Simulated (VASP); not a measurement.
Runs of VASP 6.6.1 on Ru. The structure is that of space group P6_3/mmc (No. 194), or close to it. The cells are those of the table. 

| cell | gap on the mesh (eV) | pressure (GPa) |
| --- | --- | --- |
| a = 2.676, b = 2.676, c = 4.223 Å, angles 90.0, 90.0, 120.0°, 2 atoms | none | 1.0 |
| a = 2.666, b = 2.666, c = 4.209 Å, angles 90.0, 90.0, 120.0°, 2 atoms | none | 5.1 |
| a = 2.671, b = 2.671, c = 4.216 Å, angles 90.0, 90.0, 120.0°, 2 atoms | none | (b) |
| a = 2.652, b = 2.652, c = 4.190 Å, angles 90.0, 90.0, 120.0°, 2 atoms | none | 11.2 |
| a = 2.641, b = 2.641, c = 4.175 Å, angles 90.0, 90.0, 120.0°, 2 atoms | none | 16.2 |
| a = 2.659, b = 2.659, c = 4.199 Å, angles 90.0, 90.0, 120.0°, 2 atoms | none | 8.1 |
| a = 2.673, b = 2.673, c = 4.219 Å, angles 90.0, 90.0, 120.0°, 2 atoms | none | (a) |

Alike in all rows: task single point; level LDA; potentials or basis VASP PAW LDA potentials, release 64 (Ru_pv); no spin polarisation; k mesh 20 × 20 × 12; cutoff (eV) 520; smearing fermi-dirac 0.1 eV.

Question: Estimate the missing entries.

Answer: (a) 2.0; (b) 3.0.

A k mesh can miss the band edges, and the runs leave out spin-orbit coupling on Ru.

A gap of «none» marks levels without a gap at the run's occupations.
